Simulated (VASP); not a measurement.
# Nd3Si2I (P-4m2) in VASP: single point with PBE

Aim: the single point of Nd3Si2I with PBE.

All numbers are computed with VASP 6.6.1; they aren't measurements. Logs are shortened: lines on timing, memory, paths and dates and some standing lists are left out, and cuts for length are marked.

## 1. The cell of the first run

The structure is tetragonal, space group P-4m2 (No. 115). The conventional cell has a = 4.379 Å, b = 4.379 Å, c = 8.633 Å, α = 90.00°, β = 90.00°, γ = 90.00°. Nd (site symmetry -4m2) has 4 I at 3.10 Å and 4 Si at 3.38 Å and 4 Nd at 3.77 Å within 4.1 Å. Nd (site symmetry 2mm) has 5 Si at 2.99 to 3.14 Å and 6 Nd at 3.77 to 3.97 Å and 2 I at 3.77 Å within 4.0 Å. Within 3.9 Å of Si (site symmetry 2mm) lie 7 Nd at 2.99 to 3.38 Å and 2 I at 3.38 Å. Within 4.1 Å of I (site symmetry -4m2) lie 8 Nd at 3.10 to 3.77 Å and 4 Si at 3.38 Å.

The cell was generated, and may not be a known phase.

## 2. Single point, PBE

File INCAR:

```
SYSTEM = Nd3Si2I
PREC = Accurate
ENCUT = 500
EDIFF = 1E-6
ISMEAR = 0
SIGMA = 0.1
LREAL = .FALSE.
LASPH = .TRUE.
NELM = 200
ALGO = Normal
ISIF = 2
LWAVE = .FALSE.
LCHARG = .TRUE.
GGA = PE
LELF = .TRUE.
LVHAR = .TRUE.
NBANDS = 33
GGA_COMPAT = .FALSE.
LMAXMIX = 6
```

File KPOINTS:

```
regular mesh
0
G
  8 8 4
  0 0 0
```

File POSCAR:

```
Nd3Si2I
1.0
    4.3786614197      0.0000000000      0.0000000000
    0.0000000000      4.3786614197      0.0000000000
    0.0000000000      0.0000000000      8.6333016627
Nd Si I
3 2 1
Direct
    0.5000000000      0.5000000000      0.0000000000
    0.0000000000      0.5000000000      0.3560928284
    0.5000000000      0.0000000000      0.6439071716
    0.0000000000      0.5000000000      0.7020187731
    0.5000000000      0.0000000000      0.2979812269
    0.0000000000      0.0000000000      0.0000000000
```

Potentials or basis: VASP PAW PBE potentials, release 64 (Nd_3, Si, I), 4f in core.

Run with:

```console
> cat potpaw_PBE.64/Nd_3/POTCAR potpaw_PBE.64/Si/POTCAR potpaw_PBE.64/I/POTCAR > POTCAR
> mpirun -np 1 vasp_std > vasp.out
```

OUTCAR:

```text
SYSTEM = Nd3Si2I
   PREC = Accurate
   ENCUT = 500
   EDIFF = 1E-6
   ISMEAR = 0
   LREAL = .FALSE.
   LASPH = .TRUE.
   NELM = 200
   ISIF = 2
   GGA = PE

 ion  position               nearest neighbor table
   1  0.500  0.500  0.000-   6 3.10   6 3.10   6 3.10   6 3.10   5 3.38   4 3.38   4 3.38   5 3.38
                             2 3.77   3 3.77   3 3.77   2 3.77
   2  0.000  0.500  0.356-   4 2.99   5 3.14   5 3.14   5 3.14   5 3.14   1 3.77   1 3.77
   3  0.500  0.000  0.644-   5 2.99   4 3.14   4 3.14   4 3.14   4 3.14   1 3.77   1 3.77
   4  0.000  0.500  0.702-   2 2.99   3 3.14   3 3.14   3 3.14   3 3.14   1 3.38   1 3.38
   5  0.500  0.000  0.298-   3 2.99   2 3.14   2 3.14   2 3.14   2 3.14   1 3.38   1 3.38
   6  0.000  0.000  0.000-   1 3.10   1 3.10   1 3.10   1 3.10

  LATTYP: Found a simple tetragonal cell.
 ALAT       =     4.3786614197
 C/A-ratio  =     1.9716760067

  Lattice vectors:

 A1 = (   4.3786614197,   0.0000000000,   0.0000000000)
 A2 = (   0.0000000000,   4.3786614197,   0.0000000000)
 A3 = (   0.0000000000,   0.0000000000,   8.6333016627)

Analysis of symmetry for initial positions (statically):
=====================================================================
 Subroutine PRICEL returns:
 Original cell was already a primitive cell.

 Routine SETGRP: Setting up the symmetry group for a
 simple tetragonal supercell.

 Subroutine GETGRP returns: Found  8 space group operations
 (whereof  8 operations were pure point group operations)
 out of a pool of 16 trial point group operations.

The static configuration has the point symmetry D_2d.

Analysis of symmetry for dynamics (positions and initial velocities):
=====================================================================
 Subroutine PRICEL returns:
 Original cell was already a primitive cell.

 Routine SETGRP: Setting up the symmetry group for a
 simple tetragonal supercell.

 Subroutine GETGRP returns: Found  8 space group operations
 (whereof  8 operations were pure point group operations)
 out of a pool of 16 trial point group operations.

The dynamic configuration has the point symmetry D_2d.

 Subroutine INISYM returns: Found  8 space group operations
 (whereof  8 operations are pure point group operations),
 and found     1 'primitive' translations

----------------------------------------------------------------------------------------

                                     Primitive cell

  volume of cell :     165.5235

  direct lattice vectors                    reciprocal lattice vectors
     4.378661420  0.000000000  0.000000000     0.228380298  0.000000000  0.000000000
     0.000000000  4.378661420  0.000000000     0.000000000  0.228380298  0.000000000
     0.000000000  0.000000000  8.633301663     0.000000000  0.000000000  0.115830541

  length of vectors
     4.378661420  4.378661420  8.633301663     0.228380298  0.228380298  0.115830541

  position of ions in fractional coordinates (direct lattice)
     0.500000000  0.500000000  0.000000000
     0.000000000  0.500000000  0.356092828
     0.500000000  0.000000000  0.643907172
     0.000000000  0.500000000  0.702018773
     0.500000000  0.000000000  0.297981227
     0.000000000  0.000000000  0.000000000

  ion indices of the primitive-cell ions
   primitive index   ion index
                 1           1
                 2           2
                 3           3
                 4           4
                 5           5
                 6           6

----------------------------------------------------------------------------------------

 KPOINTS: regular mesh

Automatic generation of k-mesh.
 Grid dimensions read from file:
 generate k-points for:    8    8    4

 Generating k-lattice:

  Cartesian coordinates                     Fractional coordinates (reciprocal lattice)
     0.028547537  0.000000000  0.000000000     0.125000000  0.000000000  0.000000000
     0.000000000  0.028547537  0.000000000     0.000000000  0.125000000  0.000000000
     0.000000000  0.000000000  0.028957635     0.000000000  0.000000000  0.250000000

  Length of vectors
     0.028547537  0.028547537  0.028957635

  Shift w.r.t. Gamma in fractional coordinates (k-lattice)
     0.000000000  0.000000000  0.000000000

 Subroutine IBZKPT returns following result:
 ===========================================

 Found     45 irreducible k-points:

 Following reciprocal coordinates:
            Coordinates               Weight
  0.000000  0.000000  0.000000      1.000000
  0.125000  0.000000  0.000000      4.000000
  0.250000  0.000000  0.000000      4.000000
  0.375000  0.000000  0.000000      4.000000
  0.500000  0.000000  0.000000      2.000000
  0.125000  0.125000  0.000000      4.000000
[... 16 lines left out ...]
  0.375000  0.125000  0.250000     16.000000
  0.500000  0.125000  0.250000      8.000000
 [... further k-points ...]
   k-points           NKPTS =     45   k-points in BZ     NKDIM =     45   number of bands    NBANDS=     33
   number of dos      NEDOS =    301   number of ions     NIONS =      6
   total plane-waves  NPLWV =  65536
   dimension x,y,z NGX =    32 NGY =   32 NGZ =   64
   dimension x,y,z NGXF=    64 NGYF=   64 NGZF=  128
   ions per type =               3   2   1
   NGX,Y,Z   is equivalent  to a cutoff of  12.15, 12.15, 12.32 a.u.
   NGXF,Y,Z  is equivalent  to a cutoff of  24.30, 24.30, 24.65 a.u.
 SYSTEM =  Nd3Si2I
   PREC   = accura    normal or accurate (medium, high low for compatibility)
   ISTART =      0    job   : 0-new  1-cont  2-samecut
   ICHARG =      2    charge: 1-file 2-atom 10-const
   ISPIN  =      1    spin polarized calculation?
   LNONCOLLINEAR =      F non collinear calculations
   LSORBIT =      F    spin-orbit coupling
   LASPH  =      T    aspherical Exc in radial PAW
   ENCUT  =  500.0 eV  36.75 Ry    6.06 a.u.   7.98  7.98 15.74*2*pi/ulx,y,z
   NELM   =    200;   NELMIN=  2; NELMDL= -5     # of ELM steps
   EDIFF  = 0.1E-05   stopping-criterion for ELM
   LREAL  =      F    real-space projection
   EDIFFG = 0.1E-04   stopping-criterion for IOM
   NSW    =      0    number of steps for IOM
[... 5 lines left out ...]
   TEBEG  =    0.0;   TEEND  =   0.0 temperature during run
   PSTRESS=    0.0 pullay stress
   NELECT =      48.0000    total number of electrons
   NUPDOWN=      -1.0000    fix difference up-down
   EMIN   =  10.00;   EMAX   =-10.00  energy-range for DOS
   EFERMI =   0.00;   METHOD = LEGACY
   ISMEAR =     0;   SIGMA  =   0.10  broadening in eV -4-tet -1-fermi 0-gaus
   EFERMI_NEDOS =   21; number of points for ismear=-14 and -15
   IALGO  =     38    algorithm
   IMIX   =      4    mixing-type and parameters
     AMIX     =   0.40;   BMIX     =  1.00
     AMIX_MAG =   1.60;   BMIX_MAG =  1.00
  volume/ion in A,a.u.               =      27.59       186.17
  Fermi-wavevector in a.u.,A,eV,Ry     =   1.083599  2.047706 15.975789  1.174187
  Thomas-Fermi vector in A             =   2.219669
   LORBIT       =      0    0 simple, 1 ext, 2 COOP (PROOUT), +10 PAW based schemes
   GGA     = PE    functional components
   LHFCALC =     F    Hartree Fock is set to
   AEXX    =    0.0000 exact exchange contribution
   IVDW    =     0    specifies the selected vdW correction
   LEPSILON=     F    determine dielectric tensor
   LRPA    =     F    only Hartree local field effects (RPA)
 non-spin polarized calculation
 Gauss-broadening in eV      SIGMA  =   0.10
  energy-cutoff  :      500.00
  volume of cell :      165.52
 maximum number of plane-waves:      4272
 NGX is ok and might be reduce to    32
   NGX = 15   NGY = 15   NGZ = 31

 number of electron      48.0000001 magnetization

 Free energy of the ion-electron system (eV)
  ---------------------------------------------------
  ext. energy  EPLUGINS =         0.00000000
  ---------------------------------------------------
  free energy    TOTEN  =       -29.67110326 eV

  energy without entropy =      -29.66188758  energy(sigma->0) =      -29.66649542

 E-fermi :   5.2447     XC(G=0):  -9.9374

 val. band max:        5.2355933291   @ k =   0.1250   0.1250   0.5000
 cond. band min:       5.2783312257   @ k =   0.5000   0.2500   0.0000
 fundamental gap:      0.0427378966
 Fermi energy:         5.2447387321

 k-point     1 :       0.0000    0.0000    0.0000
  band No.  band energies     occupation
      1     -33.2492      2.00000
      2     -32.5325      2.00000
      3     -32.5023      2.00000
      4     -14.5212      2.00000
      5     -14.5212      2.00000
      6     -14.3421      2.00000
[... 25 lines left out ...]
     32       7.0995      0.00000
     33       7.2775      0.00000

 k-point     2 :       0.1250    0.0000    0.0000
  band No.  band energies     occupation
      1     -33.2483      2.00000
      2     -32.5307      2.00000
      3     -32.5029      2.00000
      4     -14.5690      2.00000
      5     -14.5151      2.00000
      6     -14.3396      2.00000
[... 25 lines left out ...]
     32       7.0985      0.00000
     33       7.4936      0.00000

 k-point     3 :       0.2500    0.0000    0.0000
  band No.  band energies     occupation
      1     -33.2461      2.00000
      2     -32.5260      2.00000
      3     -32.5047      2.00000
      4     -14.6773      2.00000
      5     -14.5004      2.00000
      6     -14.3346      2.00000
[... 25 lines left out ...]
     32       7.9158      0.00000
     33       8.1393      0.00000

 k-point     4 :       0.3750    0.0000    0.0000
  band No.  band energies     occupation
      1     -33.2439      2.00000
      2     -32.5196      2.00000
      3     -32.5081      2.00000
      4     -14.7776      2.00000
      5     -14.4856      2.00000
      6     -14.3308      2.00000
[... 25 lines left out ...]
     32       8.5044      0.00000
     33       8.6401      0.00000

 k-point     5 :       0.5000    0.0000    0.0000
  band No.  band energies     occupation
      1     -33.2430      2.00000
      2     -32.5133      2.00000
      3     -32.5131      2.00000
      4     -14.8172      2.00000
      5     -14.4794      2.00000
      6     -14.3296      2.00000
[... 604 lines left out ...]
 k-point    22 :       0.2500    0.1250    0.2500
  band No.  band energies     occupation
      1     -33.2452      2.00000
      2     -32.5248      2.00000
      3     -32.5046      2.00000
      4     -14.6673      2.00000
      5     -14.5346      2.00000
      6     -14.3277      2.00000
[... 25 lines left out ...]
     32       7.9344      0.00000
     33       8.3219      0.00000

 k-point    23 :       0.3750    0.1250    0.2500
  band No.  band energies     occupation
      1     -33.2430      2.00000
      2     -32.5187      2.00000
      3     -32.5078      2.00000
      4     -14.7605      2.00000
      5     -14.5164      2.00000
      6     -14.3178      2.00000
[... 25 lines left out ...]
     32       8.4084      0.00000
     33       8.6407      0.00000

 k-point    24 :       0.5000    0.1250    0.2500
  band No.  band energies     occupation
      1     -33.2421      2.00000
      2     -32.5127      2.00000
      3     -32.5125      2.00000
      4     -14.7978      2.00000
      5     -14.5085      2.00000
      6     -14.3141      2.00000
[... 25 lines left out ...]
     32       8.8470      0.00000
     33       8.8918      0.00000

 [... further k-points ...]

------------------------ aborting loop because EDIFF is reached ----------------------------------------

  FORCE on cell =-STRESS in cart. coord.  units (eV):
  Direction    XX          YY          ZZ          XY          YZ          ZX
  --------------------------------------------------------------------------------------
  -------------------------------------------------------------------------------------
  Total        0.1878089      0.1878089      0.1027002      0.0000000      0.0000000      0.0000000
  in kB        1.8178875      1.8178875      0.9940816      0.0000000      0.0000000      0.0000000
  external PRESSURE =       1.5432855 kB  Pullay stress =       0.0000000 kB

 VOLUME and BASIS-vectors are now :
 -----------------------------------------------------------------------------
  energy-cutoff  :      500.00
  volume of cell :      165.52
      direct lattice vectors                 reciprocal lattice vectors
     4.378661420  0.000000000  0.000000000     0.228380298  0.000000000  0.000000000
     0.000000000  4.378661420  0.000000000     0.000000000  0.228380298  0.000000000
     0.000000000  0.000000000  8.633301663     0.000000000  0.000000000  0.115830541

 POSITION                                       TOTAL-FORCE (eV/Angst)
 -----------------------------------------------------------------------------------
      2.18933      2.18933      0.00000         0.000000     -0.000000      0.000000
      0.00000      2.18933      3.07426         0.000000      0.000000     -0.005171
      2.18933      0.00000      5.55904        -0.000000      0.000000      0.005171
      0.00000      2.18933      6.06074         0.000000      0.000000      0.005422
      2.18933      0.00000      2.57256         0.000000      0.000000     -0.005422
      0.00000      0.00000      0.00000         0.000000      0.000000      0.000000
 -----------------------------------------------------------------------------------
    total drift:                                0.000000     -0.000000      0.000000

  FREE ENERGIE OF THE ION-ELECTRON SYSTEM (eV)
  ---------------------------------------------------
  free  energy   TOTEN  =       -29.6711032627 eV

  energy  without entropy=      -29.6618875764  energy(sigma->0) =      -29.66649542
```

Wall time 2.5 min (1 thread of Intel Xeon Platinum 8259CL at 2.50GHz (Skylake/Cascade Lake), shared host); peak memory 0.38 GiB.

What came out:

```
Free energy            : -29.6711 eV
Pressure               : 0.2 GPa
Largest force          : 0.005 eV/Å
Band gap on the k mesh : zero (bands 24 and 25 overlap by 0.80 eV)
```

Forces in eV/Å, atoms in the order of the input:
```
Nd   0.000  0.000  0.000
Nd   0.000  0.000 -0.005
Nd   0.000  0.000  0.005
Si   0.000  0.000  0.005
Si   0.000  0.000 -0.005
I    0.000  0.000  0.000
```

Stress tensor (GPa, compression positive):
```
0.18 0.00 0.00
0.00 0.18 0.00
0.00 0.00 0.10
```

Levels at points of the mesh, in eV from the Fermi level:
```tsv
k point	band 21	band 22	band 23	band 24	band 25	band 26	band 27	band 28
(0.00, 0.00, 0.00)	-0.76	-0.76	-0.53	0.24	0.57	0.87	0.87	1.00
(0.50, 0.00, 0.00)	-1.35	-1.25	-1.04	-0.51	0.82	1.38	1.56	1.67
(0.50, 0.50, 0.00)	-1.80	-1.07	-0.74	-0.33	0.20	0.70	2.02	2.61
(0.00, 0.00, 0.50)	-0.51	-0.51	-0.41	0.60	0.60	0.61	0.64	1.02
(0.50, 0.00, 0.50)	-1.24	-0.93	-0.78	-0.39	0.84	1.12	1.26	1.69
(0.50, 0.50, 0.50)	-0.93	-0.92	-0.83	-0.42	-0.03	1.04	1.04	1.80
```

Caveat: spin-orbit coupling is left out, which moves the levels of the heavy elements; the 4f electrons are frozen in the core, so they carry no moment and show no levels; the run has no spin polarisation, though such a crystal can be magnetic.

The gap in the log of VASP goes by the Fermi energy; the results here count the filled bands.